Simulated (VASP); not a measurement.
The system is LiCl.

```
Li Cl
1.0
     0.00000    2.56477    2.56477
     2.56477    0.00000    2.56477
     2.56477    2.56477    0.00000
Li Cl
1 1
Direct
  0.00000 0.00000 0.00000
  0.50000 0.50000 0.50000
```

| Quantity | Value |
| --- | --- |
| Program | VASP 6.6.1 |
| Task | relaxation of cell and atoms |
| Functional | PBEsol |
| Potentials or basis | VASP PAW PBE potentials, release 64 (Li_sv, Cl) |
| Cutoff | 600 eV |
| k mesh | 16 × 16 × 16 |
| Occupations | fermi-dirac, width 0.1 eV |
| Spin | no spin polarisation |

At the start: pressure -1.3 GPa; volume 16.87 Å³/atom.

Q: Where does the relaxation end?

A: Over 7 steps the energy falls by 2.8 meV/atom and the volume is 16.20 Å³/atom (-4.0 %); space group Fm-3m (No. 225, to 0.1 Å) before and after.

The path:
```tsv
step	energy change (eV)	largest force (eV/Å)	pressure (GPa)	volume (Å³)
1	0.0000	0.0000	-1.30	33.74
2	-0.0042	0.0000	-0.68	33.08
3	-0.0056	0.0000	-0.12	32.52
4	-0.0057	0.0000	-0.04	32.41
5	-0.0056	0.0000	0.04	32.35
6	-0.0057	0.0000	0.03	32.38
7	-0.0057	0.0000	0.02	32.39
```

Final structure:
```cif
data_structure
_symmetry_space_group_name_H-M 'P 1'
_symmetry_Int_Tables_number 1
_cell_length_a 3.5782
_cell_length_b 3.5782
_cell_length_c 3.5782
_cell_angle_alpha 60.000
_cell_angle_beta 60.000
_cell_angle_gamma 60.000
_cell_volume 32.39
loop_
_atom_site_label
_atom_site_type_symbol
_atom_site_fract_x
_atom_site_fract_y
_atom_site_fract_z
_atom_site_occupancy
Li1 Li 0.00000 0.00000 0.00000 1
Cl1 Cl 0.50000 0.50000 0.50000 1
```

Caveat: the cutoff is under 1.25 times the usual one of these potentials, so pressure, stress and relaxed cells hold a basis-set (Pulay) error; the PAW data sets were made with another functional, which shifts forces and pressure a little.
